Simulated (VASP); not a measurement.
Wanted: the native input for a VASP 6.6.1 run.

| Item | Value |
| --- | --- |
| Task | single point |
| Functional | PBEsol |
| Potentials or basis | VASP PAW PBE potentials, release 64 (Cu) |
| Cutoff | 520 eV |
| k mesh | 8 × 8 × 8 |
| Occupations | gaussian, width 0.1 eV |
| Spin | no spin polarisation |
| Dipole correction | no |
| Further INCAR settings | ALGO = Fast; EDIFF = 1e-06; NBANDS = 12 |

The structure of Cu lies in POSCAR:

```
Cu
1.0
    0.0000000000      1.8250000000      1.8250000000
    1.8250000000      0.0000000000      1.8250000000
    1.8250000000      1.8250000000      0.0000000000
Cu
1
Direct
    0.0000000000      0.0000000000      0.0000000000
```

One way to write it, as run:

INCAR

```
PREC = Accurate
ENCUT = 520
EDIFF = 1E-6
ISMEAR = 0
SIGMA = 0.1
LREAL = F
LASPH = T
NELM = 60
ALGO = Fast
ISIF = 2
LWAVE = F
LCHARG = F
GGA = PS
NBANDS = 12
```

KPOINTS

```
Automatic mesh
0
Gamma
  8 8 8
```

Potentials or basis: VASP PAW PBE potentials, release 64 (Cu).

Run with:

```bash
$ cat potpaw_PBE.64/Cu/POTCAR > POTCAR
$ mpirun -np 1 vasp_std > vasp.out
```

It gave:

```
Pressure : -8.2 GPa
```

Caveat: the k points lie up to 0.37 Å⁻¹ apart; the PAW data sets were made with another functional, which shifts forces and pressure a little.

Wall time 3.7 s on 1 thread of Intel(R) Xeon(R) Platinum 8375C CPU @ 2.90GHz (Ice Lake), on a shared host, peak memory 0.12 GiB.
